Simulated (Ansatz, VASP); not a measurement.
Two plane-wave programs on BeTe

Contents of INCAR:

```
PREC = Accurate ; ENCUT = 600
EDIFF = 1E-6 ; ISMEAR = -1
SIGMA = 0.001 ; LREAL = F
LASPH = T ; NELM = 120
ALGO = Normal ; ISIF = 2
LWAVE = F ; LCHARG = T
GGA = PE ; LELF = T
LVHAR = T ; NBANDS = 11
GGA_COMPAT = F
```

File KPOINTS:

```
Automatic mesh
0
Gamma
  6 6 6
```

File POSCAR:

```
BeTe
1.0
    0.0000000000      2.8286236224      2.8286236224
    2.8286236224      0.0000000000      2.8286236224
    2.8286236224      2.8286236224      0.0000000000
Be Te
1 1
Direct
    0.0000000000      0.0000000000      0.0000000000
    0.2500000000      0.2500000000      0.2500000000
```

Input for Ansatz:

```yaml
crystal:
  lattice:
    - [0.0, 2.8286236224, 2.8286236224]
    - [2.8286236224, 0.0, 2.8286236224]
    - [2.8286236224, 2.8286236224, 0.0]
  atoms:
    - { symbol: Be, position: [0.0, 0.0, 0.0] }
    - { symbol: Te, position: [0.25, 0.25, 0.25] }
kpoints:
  mp_grid: { grid: [6, 6, 6] }
hamiltonian:
  xc: pbe
scf:
  occupations: { method: fermi_dirac, width: 0.001 }
  n_extra_bands: 4
output:
  forces: true
  stress: true
  eigenvalues: true
```

Alike in both runs: task single point; functional PBE; k mesh 6 × 6 × 6; occupations fermi-dirac, width 0.001 eV; no spin polarisation.

```csv
,VASP,Ansatz
version,VASP 6.6.1,Ansatz 0.2.0
potentials or method,"VASP PAW PBE potentials, release 64 (Be, Te)",plane waves
plane-wave cutoff (eV),600,420
valence electrons in the cell,8,18
```

|  | VASP | Ansatz | Ansatz less VASP |
| --- | --- | --- | --- |
| gap on the k mesh at the Fermi level (eV) | 2.01 | 2.02 | +0.014 |
| pressure (GPa) | 0.4 | 0.2 | -0.14 |

VASP's potentials hold 8 valence electrons a cell and Ansatz's 18, so a difference there can come from the potentials and not from the codes.

Spin-orbit coupling is off throughout.
